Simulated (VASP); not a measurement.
# TiC (CsCl type) (Pm-3m) in VASP: notebook, part 2 of 2

VASP 6.6.1.

## (4) Single point, PBE (volume scaled by 0.72)

The input, INCAR:

```
PREC = Accurate
ENCUT = 520
EDIFF = 1E-6
ISMEAR = -1
SIGMA = 0.08
LREAL = F
LASPH = T
NELM = 60
ALGO = Normal
ISIF = 2
LWAVE = F
LCHARG = T
GGA = PE
LELF = T
LVHAR = T
NBANDS = 15
```

The input, KPOINTS:

```
regular mesh
0
Gamma
  14 14 14
```

The input, POSCAR:

```
TiC
1.0
    2.4300503395      0.0000000000      0.0000000000
    0.0000000000      2.4300503395      0.0000000000
    0.0000000000      0.0000000000      2.4300503395
Ti C
1 1
Direct
    0.0000000000      0.0000000000      0.0000000000
    0.5000000000      0.5000000000      0.5000000000
```

Potentials or basis: VASP PAW PBE potentials, release 64 (Ti_sv, C).

Command:

```
$ cat potpaw_PBE.64/Ti_sv/POTCAR potpaw_PBE.64/C/POTCAR > POTCAR
$ mpirun -np 1 vasp_std > vasp.out
```

OUTCAR:

```text
PREC = Accurate
   ENCUT = 520
   EDIFF = 1E-6
   ISMEAR = -1
   LREAL = F
   LASPH = T
   NELM = 60
   ISIF = 2
   GGA = PE

 ion  position               nearest neighbor table
   1  0.000  0.000  0.000-   2 2.10   2 2.10   2 2.10   2 2.10   2 2.10   2 2.10   2 2.10   2 2.10

   2  0.500  0.500  0.500-   1 2.10   1 2.10   1 2.10   1 2.10   1 2.10   1 2.10   1 2.10   1 2.10

  LATTYP: Found a simple cubic cell.
 ALAT       =     2.4300503395

  Lattice vectors:

 A1 = (   2.4300503395,   0.0000000000,   0.0000000000)
 A2 = (   0.0000000000,   2.4300503395,   0.0000000000)
 A3 = (   0.0000000000,   0.0000000000,   2.4300503395)

Analysis of symmetry for initial positions (statically):
=====================================================================
 Subroutine PRICEL returns:
 Original cell was already a primitive cell.

 Routine SETGRP: Setting up the symmetry group for a
 simple cubic supercell.

 Subroutine GETGRP returns: Found 48 space group operations
 (whereof 48 operations were pure point group operations)
 out of a pool of 48 trial point group operations.

The static configuration has the point symmetry O_h .

Analysis of symmetry for dynamics (positions and initial velocities):
[... 165 lines left out ...]
 k-point     1 :       0.0000    0.0000    0.0000
  band No.  band energies     occupation
      1     -41.6941      2.00000
      2     -17.0231      2.00000
      3     -17.0231      2.00000
      4     -17.0231      2.00000
      5      -0.2052      2.00000
      6      11.9575      2.00000
      7      11.9575      2.00000
      8      16.7222      0.00000
      9      16.7222      0.00000
     10      16.7222      0.00000
     11      19.4122      0.00000
     12      19.4122      0.00000
     13      19.4122      0.00000
     14      31.9985      0.00000
[... 401 lines left out ...]
      2     -18.5613      2.00000
      3     -17.6061      2.00000
      4     -16.7765      2.00000
      5       3.1470      2.00000
      6       9.0286      2.00000
      7      11.8709      2.00000
      8      14.1850      1.98955
      9      14.4517      1.74328
     10      18.3115      0.00000
     11      19.7003      0.00000
     12      22.2118      0.00000
     13      22.4508      0.00000
     14      30.6422      0.00000
     15      33.2918      0.00000

 [... further k-points ...]
[... 5 lines left out ...]
  --------------------------------------------------------------------------------------
  -------------------------------------------------------------------------------------
  Total       12.2513001     12.2513001     12.2513001     -0.0000000     -0.0000000      0.0000000
  in kB     1367.8766899   1367.8766899   1367.8766899     -0.0000000     -0.0000000      0.0000000
  external PRESSURE =    1367.8766899 kB  Pullay stress =       0.0000000 kB

 VOLUME and BASIS-vectors are now :
 -----------------------------------------------------------------------------
  energy-cutoff  :      520.00
  volume of cell :       14.35
      direct lattice vectors                 reciprocal lattice vectors
     2.430050340  0.000000000  0.000000000     0.411514109  0.000000000  0.000000000
     0.000000000  2.430050340  0.000000000     0.000000000  0.411514109  0.000000000
     0.000000000  0.000000000  2.430050340     0.000000000  0.000000000  0.411514109

 POSITION                                       TOTAL-FORCE (eV/Angst)
 -----------------------------------------------------------------------------------
      0.00000      0.00000      0.00000         0.000000      0.000000      0.000000
      1.21503      1.21503      1.21503         0.000000      0.000000      0.000000
 -----------------------------------------------------------------------------------
    total drift:                                0.000000     -0.000000      0.000000

  FREE ENERGIE OF THE ION-ELECTRON SYSTEM (eV)
  ---------------------------------------------------
  free  energy   TOTEN  =       -14.5611025257 eV

  energy  without entropy=      -14.5187699653  energy(sigma->0) =      -14.53993625
```

stdout:

```text
POSCAR found type information on POSCAR TiC
 POSCAR found :  2 types and       2 ions
 scaLAPACK will be used
 LDA part: xc-table for (Slater+PW92), standard interpolation
 POSCAR, INCAR and KPOINTS ok, starting setup
 FFT: planning ... GRIDC
 FFT: planning ... GRID_SOFT
 FFT: planning ... GRID
 WAVECAR not read
 entering main loop
```

It took 31 s on 1 thread of Intel Xeon 8259CL, shared host; peak memory 0.14 GiB.

What came out:

- Free energy: -14.5611 eV
- Pressure: 136.8 GPa
- Band gap on the k mesh: zero (band 8 reaches 16.72 eV, above the bottom of band 9 at 13.31 eV)

## (5) Single point, PBE (volume scaled by 0.8)

The input, INCAR:

```
PREC = Accurate
ENCUT = 520
EDIFF = 1E-6
ISMEAR = -1
SIGMA = 0.08
LREAL = False
LASPH = True
NELM = 80
ALGO = Normal
ISIF = 2
LWAVE = False
LCHARG = True
GGA = PE
LELF = True
LVHAR = True
NBANDS = 15
```

The input, KPOINTS:

```
Automatic mesh
0
Gamma
  14 14 14
```

The input, POSCAR:

```
TiC
1.0
    2.5169104687      0.0000000000      0.0000000000
    0.0000000000      2.5169104687      0.0000000000
    0.0000000000      0.0000000000      2.5169104687
Ti C
1 1
Direct
    0.0000000000      0.0000000000      0.0000000000
    0.5000000000      0.5000000000      0.5000000000
```

Potentials or basis: VASP PAW PBE potentials, release 64 (Ti_sv, C).

Command:

```
$ cat potpaw_PBE.64/Ti_sv/POTCAR potpaw_PBE.64/C/POTCAR > POTCAR
$ mpirun -np 1 vasp_std > vasp.out
```

OUTCAR:

```text
PREC = Accurate
   ENCUT = 520
   EDIFF = 1E-6
   ISMEAR = -1
   LREAL = False
   LASPH = True
   NELM = 80
   ISIF = 2
   GGA = PE

 ion  position               nearest neighbor table
   1  0.000  0.000  0.000-   2 2.18   2 2.18   2 2.18   2 2.18   2 2.18   2 2.18   2 2.18   2 2.18

   2  0.500  0.500  0.500-   1 2.18   1 2.18   1 2.18   1 2.18   1 2.18   1 2.18   1 2.18   1 2.18

  LATTYP: Found a simple cubic cell.
 ALAT       =     2.5169104687

  Lattice vectors:

 A1 = (   2.5169104687,   0.0000000000,   0.0000000000)
 A2 = (   0.0000000000,   2.5169104687,   0.0000000000)
 A3 = (   0.0000000000,   0.0000000000,   2.5169104687)

Analysis of symmetry for initial positions (statically):
=====================================================================
 Subroutine PRICEL returns:
 Original cell was already a primitive cell.

 Routine SETGRP: Setting up the symmetry group for a
 simple cubic supercell.

 Subroutine GETGRP returns: Found 48 space group operations
 (whereof 48 operations were pure point group operations)
 out of a pool of 48 trial point group operations.

The static configuration has the point symmetry O_h .
[... 166 lines left out ...]
 Fermi energy:        13.0314366599

 k-point     1 :       0.0000    0.0000    0.0000
  band No.  band energies     occupation
      1     -43.3521      2.00000
      2     -18.9307      2.00000
      3     -18.9307      2.00000
      4     -18.9307      2.00000
      5      -1.2323      2.00000
      6      10.7888      2.00000
      7      10.7888      2.00000
      8      14.9063      0.00000
      9      14.9063      0.00000
     10      14.9063      0.00000
     11      17.3086      0.00000
     12      17.3086      0.00000
     13      17.3086      0.00000
     14      27.8296      0.00000
[... 401 lines left out ...]
      2     -20.0580      2.00000
      3     -19.3599      2.00000
      4     -18.7546      2.00000
      5       1.8122      2.00000
      6       7.7922      2.00000
      7      10.4746      2.00000
      8      12.7178      1.96110
      9      12.9279      1.56954
     10      16.3724      0.00000
     11      17.5923      0.00000
     12      19.6534      0.00000
     13      20.0692      0.00000
     14      27.8133      0.00000
     15      30.4697      0.00000

 [... further k-points ...]
[... 5 lines left out ...]
  --------------------------------------------------------------------------------------
  -------------------------------------------------------------------------------------
  Total        7.5708365      7.5708365      7.5708365      0.0000000     -0.0000000      0.0000000
  in kB      760.7660902    760.7660902    760.7660902      0.0000000     -0.0000000      0.0000000
  external PRESSURE =     760.7660902 kB  Pullay stress =       0.0000000 kB

 VOLUME and BASIS-vectors are now :
 -----------------------------------------------------------------------------
  energy-cutoff  :      520.00
  volume of cell :       15.94
      direct lattice vectors                 reciprocal lattice vectors
     2.516910469  0.000000000  0.000000000     0.397312504  0.000000000  0.000000000
     0.000000000  2.516910469  0.000000000     0.000000000  0.397312504  0.000000000
     0.000000000  0.000000000  2.516910469     0.000000000  0.000000000  0.397312504

 POSITION                                       TOTAL-FORCE (eV/Angst)
 -----------------------------------------------------------------------------------
      0.00000      0.00000      0.00000         0.000000      0.000000      0.000000
      1.25846      1.25846      1.25846         0.000000      0.000000      0.000000
 -----------------------------------------------------------------------------------
    total drift:                               -0.000000      0.000000      0.000000

  FREE ENERGIE OF THE ION-ELECTRON SYSTEM (eV)
  ---------------------------------------------------
  free  energy   TOTEN  =       -15.5992845070 eV

  energy  without entropy=      -15.5518898814  energy(sigma->0) =      -15.57558719
```

stdout:

```text
POSCAR found type information on POSCAR TiC
 POSCAR found :  2 types and       2 ions
 scaLAPACK will be used
 LDA part: xc-table for (Slater+PW92), standard interpolation
 POSCAR, INCAR and KPOINTS ok, starting setup
 FFT: planning ... GRIDC
 FFT: planning ... GRID_SOFT
 FFT: planning ... GRID
 WAVECAR not read
 entering main loop
```

Wall time 39 s (1 thread of Intel Xeon 8259CL, shared host); peak memory 0.15 GiB.

What came out:

| Item | Value |
| --- | --- |
| Free energy | -15.5993 eV |
| Pressure | 76.1 GPa |
| Band gap on the k mesh | zero (band 8 reaches 14.91 eV, above the bottom of band 9 at 11.96 eV) |

Levels at points of the mesh, in eV from the Fermi level:
| k point | band 5 | band 6 | band 7 | band 8 | band 9 | band 10 | band 11 | band 12 |
| --- | --- | --- | --- | --- | --- | --- | --- | --- |
| (0.00, 0.00, 0.00) | -14.26 | -2.24 | -2.24 | 1.87 | 1.87 | 1.87 | 4.28 | 4.28 |
| (0.50, 0.00, 0.00) | -10.31 | -7.40 | -1.34 | -1.34 | -1.00 | 4.62 | 5.66 | 8.30 |
| (0.50, 0.50, 0.00) | -11.03 | -3.50 | -3.50 | -0.69 | 2.16 | 2.16 | 3.27 | 5.64 |
| (0.50, 0.50, 0.50) | -6.87 | -6.87 | -6.87 | -6.29 | 6.13 | 6.13 | 8.85 | 8.85 |

## (6) Summary

```tsv
cell	gap on the mesh (eV)	pressure (GPa)
a = 2.221 Å, 2 atoms	none	412.6
a = 2.430 Å, 2 atoms	none	136.8
a = 2.517 Å, 2 atoms	none	76.1
```

Alike in all rows: task single point; level PBE; potentials or basis VASP PAW PBE potentials, release 64 (Ti_sv, C); no spin polarisation; k mesh 14 × 14 × 14; cutoff (eV) 520; smearing fermi-dirac 0.08 eV.

Total energies depend on the potentials used, so only differences within one code and one set of settings carry meaning.
